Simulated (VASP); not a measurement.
Write the native input for VASP 6.6.1 that does the following.

```yaml
Task: relaxation of cell and atoms
Functional: PBE
Potentials_or_basis: VASP PAW PBE potentials, release 64 (As, Pt)
Cutoff: 600 eV
k_mesh: 8 × 8 × 8
Occupations: gaussian, width 0.1 eV
Spin: no spin polarisation
Dipole_correction: no
Further_INCAR_settings: ALGO = Fast; EDIFF = 1e-06; IBRION = 2; EDIFFG = -0.01; NSW = 100; ISIF = 3
```

The structure of AsPt4 lies in POSCAR:

```
AsPt4
1.0
    4.6051907697      0.0000000000      0.0000000000
    0.0000000000      4.6051907697      0.0000000000
    0.0000000000      0.0000000000      4.6051907697
As Pt
1 4
Direct
    0.0000000000      0.0000000000      0.0000000000
    0.5000000000      0.0000000000      0.0000000000
    0.0000000000      0.5000000000      0.0000000000
    0.0000000000      0.0000000000      0.5000000000
    0.5000000000      0.5000000000      0.5000000000
```

The cell was built from a structure type or drawn by symmetry, and may not be a known phase.

These files were run (other wordings do the same):

INCAR

```
SYSTEM = AsPt4
PREC = Accurate ; ENCUT = 600
EDIFF = 1E-6 ; ISMEAR = 0
SIGMA = 0.1 ; LREAL = .FALSE.
LASPH = .TRUE. ; NELM = 80
ALGO = Fast ; ISIF = 3
LWAVE = .FALSE. ; LCHARG = .FALSE.
GGA = PE ; IBRION = 2
NSW = 100 ; EDIFFG = -0.01
```

KPOINTS

```
regular mesh
0
G
  8 8 8
  0 0 0
```

Potentials or basis: VASP PAW PBE potentials, release 64 (As, Pt).

Command:

```sh
$ cat potpaw_PBE.64/As/POTCAR potpaw_PBE.64/Pt/POTCAR > POTCAR
$ mpirun -np 1 vasp_std > vasp.out
```

Results of the run:

* Relaxed volume: 19.58 Å³/atom
* Relaxed cell: a = 4.609 Å, b = 4.609 Å, c = 4.609 Å, α = 90.00°, β = 90.00°, γ = 90.00°
* Space group after relaxing (to 0.1 Å): Pm-3m (No. 221)
* Energy gained by relaxing: 0.1 meV/atom
* Ionic steps: 3
* Pressure after relaxing: 0.0 GPa
* Band gap on the k mesh: zero (an odd number of electrons rules out a gap without spin polarisation)

Caveat: spin-orbit coupling is left out, which moves the levels of the heavy elements.

Run time: 110 s on 1 thread of Intel(R) Xeon(R) 6975P-C (Granite Rapids), with other jobs on the host, peak memory 0.31 GiB.
